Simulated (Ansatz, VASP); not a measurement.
# CdTe: VASP beside Ansatz

INCAR

```
SYSTEM = CdTe
ALGO = Normal
EDIFF = 1E-6
ENCUT = 520
GGA = CA
ISIF = 2
ISMEAR = 0
LASPH = .TRUE.
LCHARG = .FALSE.
LREAL = .FALSE.
LWAVE = .FALSE.
NBANDS = 16
NELM = 80
PREC = Accurate
SIGMA = 0.05
```

The input KPOINTS:

```
k-points
0
G
  8 8 8
  0 0 0
```

File POSCAR:

```
CdTe
1.0
    0.0000000000      3.1477528196      3.2768611489
    3.2768611489      0.0000000000      3.2768611489
    3.2768611489      3.1477528196      0.0000000000
Cd Te
1 1
Direct
    0.0000000000      0.0000000000      0.0000000000
    0.7500000000      0.7500000000      0.7500000000
```

Input for Ansatz:

```yaml
crystal:
  lattice:
    - [0.0, 3.1477528196, 3.2768611489]
    - [3.2768611489, 0.0, 3.2768611489]
    - [3.2768611489, 3.1477528196, 0.0]
  atoms:
    - { symbol: Cd, position: [0.0, 0.0, 0.0] }
    - { symbol: Te, position: [0.75, 0.75, 0.75] }
basis:
  ecutwfc: 420
kpoints:
  mp_grid: { grid: [8, 8, 8] }
hamiltonian:
  xc: lda
  pseudopotentials: { kind: paw }
scf:
  occupations: { method: gaussian, width: 0.05 }
output:
  forces: true
  stress: true
  eigenvalues: true
  write_density: true
  write_potential: true
  elf: true
  volumetric_format: npy
```

Alike in both runs: task single point; functional LDA; k mesh 8 × 8 × 8; occupations gaussian, width 0.05 eV; no spin polarisation.

```csv
,VASP,Ansatz
version,VASP 6.6.1,Ansatz 0.2.0
potentials or method,"VASP PAW LDA potentials, release 64 (Cd, Te), cutoff 520 eV","scalar-relativistic, plane waves, PAW"
valence electrons in the cell,18,36
```

|  | VASP | Ansatz | Ansatz less VASP |
| --- | --- | --- | --- |
| gap on the k mesh at the Fermi level (eV) | 0.49 | 0.44 | -0.041 |
| least direct gap on the mesh (eV) | 0.49 | 0.44 | -0.041 |
| pressure (GPa) | -1.0 | -1.2 | -0.24 |
| traceless stress, the component that is largest in VASP (GPa) | 0.48 | 0.48 | +0.006 |

LDA's correlation is that of Perdew and Zunger in VASP and of Perdew and Wang (1992) in Ansatz. VASP's potentials hold 18 valence electrons a cell and Ansatz's 36, so a difference there can come from the potentials and not from the codes.

Neither program's run includes spin-orbit coupling.
